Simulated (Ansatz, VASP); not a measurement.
One calculation of ZrB2, two programs

The input POSCAR:

```
ZrB2
1.0
    3.1700000000      0.0000000000      0.0000000000
   -1.5850000000      2.7453005300      0.0000000000
    0.0000000000      0.0000000000      3.5330000000
Zr B
1 2
Direct
    0.0000000000      0.0000000000      0.0000000000
    0.6666666667      0.3333333333      0.5000000000
    0.3333333333      0.6666666667      0.5000000000
```

Contents of INCAR.step1:

```
SYSTEM = ZrB2
PREC     = Accurate       ! precision mode
ENCUT    = 600            ! plane-wave cutoff, eV
ISMEAR   = -1             ! smearing method
SIGMA    = 0.05           ! smearing width, eV
LREAL    = .False.        ! projectors in reciprocal space
LASPH    = .True.         ! aspherical terms in the spheres
NELM     = 150            ! most SCF steps
LMAXMIX  = 4              ! l up to which the mixer works
LDAU     = .True.         ! DFT+U
LDAUTYPE = 2            
LDAUL    = 2 -1           ! shell
LDAUU    = 1 0            ! U, eV
LDAUJ    = 0 0          
GGA      = PE             ! functional
ALGO     = Normal         ! electronic algorithm
EDIFF    = 1E-4           ! SCF threshold, eV
LWAVE    = .True.         ! write WAVECAR
LCHARG   = .False.        ! write CHGCAR
```

File INCAR.step2:

```
SYSTEM = ZrB2
PREC     = Accurate       ! precision mode
ENCUT    = 600            ! plane-wave cutoff, eV
EDIFF    = 1E-6           ! SCF threshold, eV
ISMEAR   = -1             ! smearing method
SIGMA    = 0.05           ! smearing width, eV
LREAL    = .False.        ! projectors in reciprocal space
LASPH    = .True.         ! aspherical terms in the spheres
NELM     = 150            ! most SCF steps
ALGO     = Normal         ! electronic algorithm
ISIF     = 3              ! what is computed and relaxed
LWAVE    = .False.        ! write WAVECAR
LCHARG   = .False.        ! write CHGCAR
LMAXMIX  = 4              ! l up to which the mixer works
LDAU     = .True.         ! DFT+U
LDAUTYPE = 2            
LDAUL    = 2 -1           ! shell
LDAUU    = 1 0            ! U, eV
LDAUJ    = 0 0          
LDAUPRINT= 1            
METAGGA  = R2SCAN         ! meta-GGA
LMIXTAU  = .True.       
IBRION   = 2              ! ionic algorithm
NSW      = 60             ! ionic steps
EDIFFG   = -0.01          ! ionic threshold
ISTART   = 1
```

Contents of KPOINTS:

```
Automatic mesh
0
Gamma
  10 10 8
  0 0 0
```

File input.yaml:

```yaml
crystal:
  lattice:
    - [3.17, 0.0, 0.0]
    - [-1.585, 2.74530053, 0.0]
    - [0.0, 0.0, 3.533]
  atoms:
    - { symbol: Zr, position: [0.0, 0.0, 0.0] }
    - { symbol: B, position: [0.6666666667, 0.3333333333, 0.5] }
    - { symbol: B, position: [0.3333333333, 0.6666666667, 0.5] }
hamiltonian:
  xc: r2scan
  pseudopotentials: { kind: paw }
  hubbard: { sites: [{ species: Zr, l: d, u_eff: 1.0 }] }
kpoints:
  mp_grid: { grid: [10, 10, 8] }
scf:
  occupations: { method: fermi_dirac, width: 0.05 }
output:
  forces: true
  stress: true
  eigenvalues: true
relax:
  f_tol: 0.01
  max_steps: 40
  cell: { stress_tol: 0.05 }
```

Alike in both runs: task relaxation of cell and atoms; functional r2SCAN; k mesh 10 × 10 × 8; occupations fermi-dirac, width 0.05 eV; no spin polarisation; Hubbard terms Zr d U = 1.0 eV.

|  | VASP | Ansatz |
| --- | --- | --- |
| version | VASP 6.6.1 | Ansatz 0.2.0 |
| potentials or method | VASP PAW PBE potentials, release 64 (Zr_sv, B) | Ansatz PAW |
| plane-wave cutoff (eV) | 600 | 500 |
| valence electrons in the cell | 18 | 18 |

```csv
,VASP,Ansatz,Ansatz less VASP
"gap on the k mesh at the Fermi level, each at its own relaxed structure (eV)",none,none,-
relaxed volume (Å³/atom),10.39,10.33,-0.060
relaxed cell length with the largest relative difference (Å),3.573,3.565,-0.0076
```

VASP's potentials were made for PBE, not for r2SCAN. The programs project onto different local orbitals, so the same U acts differently, and such runs can settle in different states. A gap of «none» marks a metal or a gap that the smearing closes.

Noted on Ansatz's run: the plane-wave basis is chosen anew once the cell has moved, so the energies of steps on either side of that aren't comparable.
